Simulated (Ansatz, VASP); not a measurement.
Cd3Te2Se in VASP and in Ansatz

The input INCAR:

```
SYSTEM = Cd3Te2Se
  PREC = Accurate
  ENCUT = 600
  EDIFF = 1E-6
  ISMEAR = 0
  SIGMA = 0.01
  LREAL = .FALSE.
  LASPH = .TRUE.
  NELM = 100
  ALGO = Normal
  ISIF = 3
  LWAVE = .FALSE.
  LCHARG = .FALSE.
  GGA = PE
  IBRION = 2
  NSW = 100
  EDIFFG = -0.01
  LUSENCCL = .FALSE.
```

KPOINTS

```
Automatic mesh
0
G
  12 12 2
  0 0 0
```

Contents of POSCAR:

```
Cd3Te2Se
1.0
    4.5800622000      0.0000000000      0.0000000000
   -2.2900311000      3.9664502000      0.0000000000
    0.0000000000      0.0000000000     22.4844433000
Cd Te Se
6 4 2
Direct
    0.3333333000      0.6666667000      0.0065410000
    0.3333333000      0.6666667000      0.3335660000
    0.3333333000      0.6666667000      0.6601650000
    0.6666667000      0.3333333000      0.1601650000
    0.6666667000      0.3333333000      0.5065410000
    0.6666667000      0.3333333000      0.8335660000
    0.3333333000      0.6666667000      0.4608050000
    0.3333333000      0.6666667000      0.7879000000
    0.6666667000      0.3333333000      0.2879000000
    0.6666667000      0.3333333000      0.9608050000
    0.3333333000      0.6666667000      0.1260230000
    0.6666667000      0.3333333000      0.6260230000
```

Input for Ansatz:

```yaml
crystal:
  lattice:
    - [4.5800622, 0.0, 0.0]
    - [-2.2900311, 3.9664502, 0.0]
    - [0.0, 0.0, 22.4844433]
  atoms:
    - { symbol: Cd, position: [0.3333333, 0.6666667, 0.006541] }
    - { symbol: Cd, position: [0.3333333, 0.6666667, 0.333566] }
    - { symbol: Cd, position: [0.3333333, 0.6666667, 0.660165] }
    - { symbol: Cd, position: [0.6666667, 0.3333333, 0.160165] }
    - { symbol: Cd, position: [0.6666667, 0.3333333, 0.506541] }
    - { symbol: Cd, position: [0.6666667, 0.3333333, 0.833566] }
    - { symbol: Te, position: [0.3333333, 0.6666667, 0.460805] }
    - { symbol: Te, position: [0.3333333, 0.6666667, 0.7879] }
    - { symbol: Te, position: [0.6666667, 0.3333333, 0.2879] }
    - { symbol: Te, position: [0.6666667, 0.3333333, 0.960805] }
    - { symbol: Se, position: [0.3333333, 0.6666667, 0.126023] }
    - { symbol: Se, position: [0.6666667, 0.3333333, 0.626023] }
basis:
  ecutwfc: 420
kpoints:
  mp_grid: { grid: [12, 12, 2] }
hamiltonian:
  xc: pbe
scf:
  occupations: { method: gaussian, width: 0.01 }
output:
  forces: true
  stress: true
  eigenvalues: true
  write_density: true
  write_potential: true
  elf: true
  volumetric_format: npy
relax:
  adjacent_minimum: "off"
  f_tol: 0.01
  max_steps: 80
  cell: { stress_tol: 0.05 }
```

Alike in both runs: task relaxation of cell and atoms; functional PBE; k mesh 12 × 12 × 2; occupations gaussian, width 0.01 eV; no spin polarisation.

```csv
,VASP,Ansatz
version,VASP 6.6.1,Ansatz 0.2.0
potentials or method,"VASP PAW PBE potentials, release 64 (Cd, Te, Se), cutoff 600 eV","scalar-relativistic, plane waves, PAW"
valence electrons in the cell,108,216
```

Ansatz gave:

- gap on the k mesh at the Fermi level, each at its own relaxed structure (eV): 0.26
- relaxed volume (Å³/atom): 34.04
- relaxed cell length with the largest relative difference (Å): 22.484

Problem. What did VASP give for the same quantities?

Solution. gap on the k mesh at the Fermi level, each at its own relaxed structure (eV): 0.25; relaxed volume (Å³/atom): 34.15; relaxed cell length with the largest relative difference (Å): 22.511.

VASP's potentials hold 108 valence electrons a cell and Ansatz's 216, so a difference there can come from the potentials and not from the codes.

Neither program's run includes spin-orbit coupling.
